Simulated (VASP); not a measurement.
Here is a VASP 6.6.1 calculation.

The input INCAR:

```
SYSTEM = La2Zr3O
PREC = Accurate ; ENCUT = 520
EDIFF = 1E-7 ; ISMEAR = 0
SIGMA = 0.1 ; LREAL = .False.
LASPH = .True. ; NELM = 80
ALGO = Normal ; ISIF = 2
LWAVE = .False. ; LCHARG = .False.
GGA = PE ; NBANDS = 41
```

KPOINTS

```
Automatic mesh
0
Gamma
  6 6 2
  0 0 0
```

The input POSCAR:

```
La2Zr3O
1.0
    4.1577466200      0.0000000000      0.0000000000
   -2.0788733100      3.6007142000      0.0000000000
    0.0000000000      0.0000000000      7.7711273400
La Zr O
2 3 1
Direct
    0.6666666700      0.3333333300      0.2354539900
    0.6666666700      0.3333333300      0.7645460100
    0.0000000000      0.0000000000      0.5000000000
    0.3333333300      0.6666666700      0.0000000000
    0.3333333300      0.6666666700      0.5000000000
    0.0000000000      0.0000000000      0.0000000000
```

Potentials or basis: VASP PAW PBE potentials, release 64 (La, Zr_sv, O).

Launch:

```sh
$ cat potpaw_PBE.64/La/POTCAR potpaw_PBE.64/Zr_sv/POTCAR potpaw_PBE.64/O/POTCAR > POTCAR
$ mpirun -np 1 vasp_std > vasp.out
```

Question: What does it give for the pressure?

Answer: 19.4 GPa.

Question: Estimate the largest force.

Answer: 0.479 eV/Å.

Question: What does it give for the band gap on the k mesh?

Answer: Zero (band 32 reaches 11.47 eV, above the bottom of band 33 at 10.90 eV).

Stress tensor (GPa, compression positive):
```
21.06  0.00  0.00
 0.00 21.06  0.00
 0.00  0.00 16.19
```

Caveat: the k points lie up to 0.40 Å⁻¹ apart; spin-orbit coupling is left out, which moves the levels of the heavy elements.
